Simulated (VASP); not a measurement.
# CoPdO2 (R-3m) in VASP: a series of runs

The runs below take CoPdO2 through single point, with revPBE+D3(BJ)+U, PBE+D3(BJ)+U.

Everything below comes from runs of VASP 6.6.1. Logs are shortened: lines on timing, memory, paths and dates and some standing lists are left out, and cuts for length are marked.

**1. The cell of the first run**

It takes space group R-3m (No. 166, trigonal). The conventional cell has a = 2.848 Å, b = 2.848 Å, c = 17.840 Å, α = 90.00°, β = 90.00°, γ = 120.00°. Co (site symmetry -3m) has 6 O at 1.91 Å within 2.5 Å. Within 2.6 Å of Pd (site symmetry -3m) lie 2 O at 2.00 Å. O (site symmetry 3m) has 3 Co at 1.91 Å and 1 Pd at 2.00 Å and 3 O at 2.55 Å within 2.6 Å.

**2. Single point, revPBE+D3(BJ)+U, collinear spin**

Contents of INCAR:

```
PREC = Accurate ; ENCUT = 520
EDIFF = 1E-6 ; ISMEAR = 0
SIGMA = 0.05 ; LREAL = False
LASPH = True ; NELM = 150
ALGO = Normal ; ISIF = 2
LWAVE = False ; LCHARG = False
ISPIN = 2 ; MAGMOM = 0.05 0.05 0 0
LORBIT = 11 ; LMAXMIX = 4
LDAU = True ; LDAUTYPE = 2
LDAUL = 2 -1 -1 ; LDAUU = 3.3 0 0
LDAUJ = 0 0 0 ; LDAUPRINT = 1
GGA = RE ; IVDW = 12
NBANDS = 28
```

Contents of KPOINTS:

```
regular mesh
0
Gamma
  10 10 10
```

Contents of POSCAR:

```
CoPdO2
1.0
    1.4240782589      0.8221919661      5.9467964421
   -1.4240782589      0.8221919661      5.9467964421
    0.0000000000     -1.6443839322      5.9467964422
Co Pd O
1 1 2
Direct
    0.5000000000      0.5000000000      0.5000000000
    0.0000000000      0.0000000000      0.0000000000
    0.1119917505      0.1119917505      0.1119917505
    0.8880082495      0.8880082495      0.8880082495
```

Potentials or basis: VASP PAW PBE potentials, release 64 (Co, Pd, O).

On the command line:

```sh
$ cat potpaw_PBE.64/Co/POTCAR potpaw_PBE.64/Pd/POTCAR potpaw_PBE.64/O/POTCAR > POTCAR
$ mpirun -np 1 vasp_std > vasp.out
```

OUTCAR:

```text
PREC = Accurate
   ENCUT = 520
   EDIFF = 1E-6
   ISMEAR = 0
   LREAL = False
   LASPH = True
   NELM = 150
   ISIF = 2
   ISPIN = 2
   LORBIT = 11
   GGA = RE
   IVDW = 12
 IVDW          = 12

 ion  position               nearest neighbor table
   1  0.500  0.500  0.500-   3 1.91   4 1.91   3 1.91   3 1.91   4 1.91   4 1.91
   2  0.000  0.000  0.000-   3 2.00   4 2.00
   3  0.112  0.112  0.112-   1 1.91   1 1.91   1 1.91   2 2.00
   4  0.888  0.888  0.888-   1 1.91   1 1.91   1 1.91   2 2.00

  LATTYP: Found a trigonal (rhomboedric) cell.
 ALAT       =     6.1699583824
 COS(alpha) =     0.8934549595

  Lattice vectors:

 A1 = (   1.4240782589,   0.8221919661,   5.9467964421)
 A2 = (  -1.4240782589,   0.8221919661,   5.9467964421)
 A3 = (   0.0000000000,  -1.6443839322,   5.9467964422)

Analysis of symmetry for initial positions (statically):
=====================================================================
 Subroutine PRICEL returns:
 Original cell was already a primitive cell.

 Routine SETGRP: Setting up the symmetry group for a
 trigonal (rhombohedral) supercell.

 Subroutine GETGRP returns: Found 12 space group operations
 (whereof 12 operations were pure point group operations)
 out of a pool of 12 trial point group operations.

The static configuration has the point symmetry D_3d.

Analysis of symmetry for dynamics (positions and initial velocities):
=====================================================================
 Subroutine PRICEL returns:
 Original cell was already a primitive cell.

 Routine SETGRP: Setting up the symmetry group for a
 trigonal (rhombohedral) supercell.

 Subroutine GETGRP returns: Found 12 space group operations
 (whereof 12 operations were pure point group operations)
 out of a pool of 12 trial point group operations.

The dynamic configuration has the point symmetry D_3d.

Analysis of structural, dynamic, and magnetic symmetry:
=====================================================================
 Subroutine PRICEL returns:
 Original cell was already a primitive cell.

 Routine SETGRP: Setting up the symmetry group for a
 trigonal (rhombohedral) supercell.

 Subroutine GETGRP returns: Found 12 space group operations
 (whereof 12 operations were pure point group operations)
 out of a pool of 12 trial point group operations.

The overall configuration has the point symmetry D_3d.

 Subroutine INISYM returns: Found 12 space group operations
 (whereof 12 operations are pure point group operations),
 and found     1 'primitive' translations

----------------------------------------------------------------------------------------

                                     Primitive cell

  volume of cell :      41.7774

  direct lattice vectors                    reciprocal lattice vectors
     1.424078259  0.822191966  5.946796442     0.351104300  0.202710162  0.056052588
    -1.424078259  0.822191966  5.946796442    -0.351104300  0.202710162  0.056052588
     0.000000000 -1.644383932  5.946796442     0.000000000 -0.405420324  0.056052588

  length of vectors
     6.169958382  6.169958382  6.169958382     0.409276840  0.409276840  0.409276840

  position of ions in fractional coordinates (direct lattice)
     0.500000000  0.500000000  0.500000000
     0.000000000  0.000000000  0.000000000
     0.111991751  0.111991751  0.111991751
     0.888008249  0.888008249  0.888008249

  ion indices of the primitive-cell ions
   primitive index   ion index
                 1           1
                 2           2
                 3           3
                 4           4

[... 78 lines left out ...]
   ISYM   =      2    0-nonsym 1-usesym 2-fastsym
   POTIM  = 0.5000    time-step for ionic-motion
   TEBEG  =    0.0;   TEEND  =   0.0 temperature during run
   PSTRESS=    0.0 pullay stress
   NELECT =      31.0000    total number of electrons
   NUPDOWN=      -1.0000    fix difference up-down
   EMIN   =  10.00;   EMAX   =-10.00  energy-range for DOS
   EFERMI =   0.00;   METHOD = LEGACY
   ISMEAR =     0;   SIGMA  =   0.05  broadening in eV -4-tet -1-fermi 0-gaus
   EFERMI_NEDOS =   21; number of points for ismear=-14 and -15
   IALGO  =     38    algorithm
   IMIX   =      4    mixing-type and parameters
     AMIX     =   0.40;   BMIX     =  1.00
     AMIX_MAG =   1.60;   BMIX_MAG =  1.00
  volume/ion in A,a.u.               =      10.44        70.48
  Fermi-wavevector in a.u.,A,eV,Ry     =   1.482114  2.800789 29.887397  2.196662
  Thomas-Fermi vector in A             =   2.595940
   LORBIT       =     11    0 simple, 1 ext, 2 COOP (PROOUT), +10 PAW based schemes
 LDA+U is selected, type is set to LDAUTYPE =  2
   angular momentum for each species LDAUL =     2   -1   -1
   U (eV)           for each species LDAUU =   3.3  0.0  0.0
   J (eV)           for each species LDAUJ =   0.0  0.0  0.0
   GGA     = RE    functional components
   LHFCALC =     F    Hartree Fock is set to
   AEXX    =    0.0000 exact exchange contribution
   IVDW    =    12    specifies the selected vdW correction
   LEPSILON=     F    determine dielectric tensor
   LRPA    =     F    only Hartree local field effects (RPA)
 spin polarized calculation
 Gauss-broadening in eV      SIGMA  =   0.05
  energy-cutoff  :      520.00
  volume of cell :       41.78
 maximum number of plane-waves:      1142
 NGX is ok and might be reduce to    48
   NGX = 23   NGY = 23   NGZ = 23

atom =   1  type =  1  l = 2

 onsite density matrix

spin component  1

  0.7754  0.0000  0.0000  0.2689 -0.0000
  0.0000  0.5832 -0.0000  0.0000  0.2689
  0.0000 -0.0000  0.9677  0.0000 -0.0000
  0.2689  0.0000  0.0000  0.5832 -0.0000
 -0.0000  0.2689 -0.0000 -0.0000  0.7754

spin component  2

  0.7754  0.0000  0.0000  0.2689 -0.0000
  0.0000  0.5832 -0.0000  0.0000  0.2689
  0.0000 -0.0000  0.9677  0.0000 -0.0000
  0.2689  0.0000  0.0000  0.5832 -0.0000
 -0.0000  0.2689 -0.0000 -0.0000  0.7754

 occupancies and eigenvectors

  o =  0.3937  v =  0.0000  0.0000  0.0000  0.0000  0.0000  0.0000 -0.8174  0.0000  0.0000  0.5760      0.0000  0.0000  0.0000  0.0000  0.0000  0.0000  0.0000  0.0000  0.0000  0.0000
  o =  0.3937  v =  0.0000  0.0000  0.0000  0.0000  0.0000 -0.5760  0.0000  0.0000  0.8174 -0.0000      0.0000  0.0000  0.0000  0.0000  0.0000  0.0000  0.0000  0.0000  0.0000  0.0000
  o =  0.3937  v =  0.0000 -0.8174  0.0000  0.0000  0.5760  0.0000  0.0000  0.0000  0.0000  0.0000      0.0000  0.0000  0.0000  0.0000  0.0000  0.0000  0.0000  0.0000  0.0000  0.0000
  o =  0.3937  v = -0.5760  0.0000  0.0000  0.8174 -0.0000  0.0000  0.0000  0.0000  0.0000  0.0000      0.0000  0.0000  0.0000  0.0000  0.0000  0.0000  0.0000  0.0000  0.0000  0.0000
  o =  0.9649  v = -0.8174  0.0000 -0.0000 -0.5760  0.0000  0.0000  0.0000  0.0000  0.0000  0.0000      0.0000  0.0000  0.0000  0.0000  0.0000  0.0000  0.0000  0.0000  0.0000  0.0000
  o =  0.9649  v =  0.0000  0.5760  0.0000  0.0000  0.8174  0.0000  0.0000  0.0000  0.0000  0.0000      0.0000  0.0000  0.0000  0.0000  0.0000  0.0000  0.0000  0.0000  0.0000  0.0000
  o =  0.9649  v =  0.0000  0.0000  0.0000  0.0000  0.0000 -0.8174  0.0000 -0.0000 -0.5760  0.0000      0.0000  0.0000  0.0000  0.0000  0.0000  0.0000  0.0000  0.0000  0.0000  0.0000
  o =  0.9649  v =  0.0000  0.0000  0.0000  0.0000  0.0000  0.0000  0.5760  0.0000  0.0000  0.8174      0.0000  0.0000  0.0000  0.0000  0.0000  0.0000  0.0000  0.0000  0.0000  0.0000
  o =  0.9677  v =  0.0000  0.0000  0.0000  0.0000  0.0000  0.0000  0.0000 -1.0000 -0.0000  0.0000      0.0000  0.0000  0.0000  0.0000  0.0000  0.0000  0.0000  0.0000  0.0000  0.0000
  o =  0.9677  v =  0.0000  0.0000 -1.0000 -0.0000  0.0000  0.0000  0.0000  0.0000  0.0000  0.0000      0.0000  0.0000  0.0000  0.0000  0.0000  0.0000  0.0000  0.0000  0.0000  0.0000

 number of electron      30.9999997 magnetization       0.0008326

 Free energy of the ion-electron system (eV)
  ---------------------------------------------------
  ext. energy  EPLUGINS =         0.00000000
  ---------------------------------------------------
  free energy    TOTEN  =       -21.83460263 eV

  energy without entropy =      -21.83140750  energy(sigma->0) =      -21.83300506

 E-fermi :   7.6231     XC(G=0): -12.2373

 val. band max:        7.6166894928   @ k =  -0.2000   0.2000   0.2000
 cond. band min:       7.6273583843   @ k =  -0.3000   0.1000   0.1000
 fundamental gap:      0.0106688916
 Fermi energy:         7.6231322923

 spin component 1

 k-point     1 :       0.0000    0.0000    0.0000
  band No.  band energies     occupation
      1     -13.0545      1.00000
      2     -11.2553      1.00000
      3      -0.8566      1.00000
      4       1.8526      1.00000
      5       1.8526      1.00000
      6       2.6338      1.00000
[... 1433 lines left out ...]
     26      24.0422      0.00000
     27      25.7182      0.00000

 [... further k-points ...]

 [bands above 27 left out]

------------------------ aborting loop because EDIFF is reached ----------------------------------------

 Edisp (eV)   -2.23578

 E8    (eV) :    -1.4876

  FORCE on cell =-STRESS in cart. coord.  units (eV):
  Direction    XX          YY          ZZ          XY          YZ          ZX
  --------------------------------------------------------------------------------------
  -------------------------------------------------------------------------------------
  Total      -0.96060    -0.96060    -0.71432    -0.00000     0.00000     0.00000
  in kB     -36.83917   -36.83917   -27.39459    -0.00000     0.00000     0.00000
  external pressure =      -33.69 kB  Pullay stress =        0.00 kB

 VOLUME and BASIS-vectors are now :
 -----------------------------------------------------------------------------
  energy-cutoff  :      520.00
  volume of cell :       41.78
      direct lattice vectors                 reciprocal lattice vectors
     1.424078259  0.822191966  5.946796442     0.351104300  0.202710162  0.056052588
    -1.424078259  0.822191966  5.946796442    -0.351104300  0.202710162  0.056052588
     0.000000000 -1.644383932  5.946796442     0.000000000 -0.405420324  0.056052588

 POSITION                                       TOTAL-FORCE (eV/Angst)
 -----------------------------------------------------------------------------------
      0.00000      0.00000      8.92019         0.000000      0.000000     -0.000000
      0.00000      0.00000      0.00000        -0.000000      0.000000     -0.000000
      0.00000      0.00000      1.99798        -0.000000     -0.000000      0.075734
      0.00000      0.00000     15.84241        -0.000000      0.000000     -0.075734
 -----------------------------------------------------------------------------------
    total drift:                                0.000000     -0.000000      0.000000

  FREE ENERGIE OF THE ION-ELECTRON SYSTEM (eV)
  ---------------------------------------------------
  free  energy   TOTEN  =       -24.0703861586 eV

  energy  without entropy=      -24.0671910321  energy(sigma->0) =      -24.06878860

 total charge

# of ion       s       p       d       tot
------------------------------------------
    1        0.423   0.646   7.334   8.403
    2        0.477   0.462   8.448   9.387
    3        1.561   3.456   0.000   5.016
    4        1.561   3.456   0.000   5.016
--------------------------------------------------
tot          4.022   8.019  15.782  27.824

 magnetization (x)

# of ion       s       p       d       tot
------------------------------------------
    1        0.000   0.000   0.000   0.000
    2        0.000   0.000   0.001   0.001
    3        0.000   0.000   0.000   0.000
    4        0.000   0.000   0.000   0.000
--------------------------------------------------
tot          0.000   0.000   0.001   0.001
```

Run time: 13 min. Hardware: 1 thread of AMD EPYC 9R45 (Zen 5), shared host; peak memory 0.53 GiB.

Results:

```
Free energy                                           : -24.0704 eV
Pressure                                              : -3.4 GPa
Largest force                                         : 0.076 eV/Å
Net moment                                            : 0.00 μB per cell
Valence electrons inside the program's atomic spheres : Co 8.40; Pd 9.39; O 5.02
Dispersion energy per atom                            : -0.559 eV
```

Forces on the atoms (eV/Å):
```
Co   0.000  0.000  0.000
Pd   0.000  0.000  0.000
O    0.000  0.000  0.076
O    0.000  0.000 -0.076
```

Levels at points of the mesh, in eV from the Fermi level:
Spin up:
```tsv
k point	band 14	band 15	band 16	band 17	band 18	band 19
(0.00, 0.00, 0.00)	-2.11	-1.46	-1.46	2.34	2.34	3.05
(0.50, 0.00, 0.00)	-1.26	-0.35	0.87	1.67	2.01	3.61
(0.50, 0.50, 0.00)	-1.71	-0.35	0.34	2.26	2.30	3.65
(0.50, 0.50, 0.50)	-1.58	-0.67	-0.67	2.07	2.07	4.31
```
Spin down:
| k point | band 14 | band 15 | band 16 | band 17 | band 18 | band 19 |
| --- | --- | --- | --- | --- | --- | --- |
| (0.00, 0.00, 0.00) | -2.11 | -1.46 | -1.46 | 2.34 | 2.34 | 3.05 |
| (0.50, 0.00, 0.00) | -1.26 | -0.35 | 0.87 | 1.67 | 2.01 | 3.61 |
| (0.50, 0.50, 0.00) | -1.71 | -0.35 | 0.34 | 2.26 | 2.30 | 3.65 |
| (0.50, 0.50, 0.50) | -1.58 | -0.67 | -0.67 | 2.07 | 2.07 | 4.31 |

Eigenvalues of the final occupation matrices:
| site | spin | trace | eigenvalues |
| --- | --- | --- | --- |
| site 1 d | 1 | 3.68 | 0.39 0.39 0.96 0.96 0.97 |
| site 1 d | 2 | 3.68 | 0.39 0.39 0.96 0.96 0.97 |

Caveat: the cell stands under tension; the PAW data sets were made with another functional, which shifts forces and pressure a little.

**3. Single point, PBE+D3(BJ)+U, collinear spin, zero start (10.19 Å³/atom)**

This run uses another cell than the first one, of 10.19 Å³/atom.

Contents of INCAR:

```
ALGO = Normal ; EDIFF = 1E-6
ENCUT = 520 ; GGA = PE
ISIF = 2 ; ISMEAR = 0
ISPIN = 2 ; IVDW = 12
LASPH = T ; LCHARG = F
LDAU = T ; LDAUJ = 0 0 0
LDAUL = 2 -1 -1 ; LDAUPRINT = 1
LDAUTYPE = 2 ; LDAUU = 3.3 0 0
LMAXMIX = 4 ; LORBIT = 11
LREAL = F ; LWAVE = F
MAGMOM = 0 0 0 0 ; NBANDS = 28
NELM = 150 ; PREC = Accurate
SIGMA = 0.05
```

Contents of KPOINTS:

```
k-points
0
Gamma
  10 10 10
```

Contents of POSCAR:

```
CoPdO2
1.0
    1.4137147343      0.8162085826      5.8892471208
   -1.4137147343      0.8162085826      5.8892471208
    0.0000000000     -1.6324171647      5.8892471209
Co Pd O
1 1 2
Direct
    0.5000000000      0.5000000000      0.5000000000
    0.0000000000      0.0000000000      0.0000000000
    0.1121111742      0.1121111742      0.1121111742
    0.8878888258      0.8878888258      0.8878888258
```

Potentials or basis: VASP PAW PBE potentials, release 64 (Co, Pd, O).

On the command line:

```sh
$ cat potpaw_PBE.64/Co/POTCAR potpaw_PBE.64/Pd/POTCAR potpaw_PBE.64/O/POTCAR > POTCAR
$ mpirun -np 1 vasp_std > vasp.out
```

Wall time 14 min (1 thread of AMD EPYC 9R45 (Zen 5), shared host); peak memory 0.52 GiB.

The run converged. Its results:

```
Free energy                                           : -24.6460 eV
Pressure                                              : 2.3 GPa
Largest force                                         : 0.027 eV/Å
Net moment                                            : 0.00 μB per cell
Valence electrons inside the program's atomic spheres : Co 8.48; Pd 9.43; O 5.02
Dispersion energy per atom                            : -0.292 eV
```

Forces on the atoms (eV/Å):
```
Co   0.000  0.000  0.000
Pd   0.000  0.000  0.000
O    0.000  0.000  0.027
O    0.000  0.000 -0.027
```

Stress tensor (GPa, compression positive):
```
1.42 0.00 0.00
0.00 1.42 0.00
0.00 0.00 3.95
```

Levels at points of the mesh, in eV from the Fermi level:
Spin up:
```tsv
k point	band 14	band 15	band 16	band 17	band 18	band 19
(0.00, 0.00, 0.00)	-2.10	-1.51	-1.51	2.40	2.40	3.17
(0.50, 0.00, 0.00)	-1.29	-0.36	0.92	1.70	2.04	3.56
(0.50, 0.50, 0.00)	-1.73	-0.35	0.38	2.32	2.35	3.59
(0.50, 0.50, 0.50)	-1.55	-0.69	-0.69	2.11	2.11	4.41
```
Spin down:
```tsv
k point	band 14	band 15	band 16	band 17	band 18	band 19
(0.00, 0.00, 0.00)	-2.10	-1.51	-1.51	2.40	2.40	3.17
(0.50, 0.00, 0.00)	-1.29	-0.36	0.92	1.70	2.04	3.56
(0.50, 0.50, 0.00)	-1.73	-0.35	0.38	2.32	2.35	3.59
(0.50, 0.50, 0.50)	-1.55	-0.69	-0.69	2.11	2.11	4.41
```

Eigenvalues of the final occupation matrices:
| site | spin | trace | eigenvalues |
| --- | --- | --- | --- |
| site 1 d | 1 | 3.70 | 0.40 0.40 0.97 0.97 0.97 |
| site 1 d | 2 | 3.70 | 0.40 0.40 0.97 0.97 0.97 |

Caveat: three body term missing.
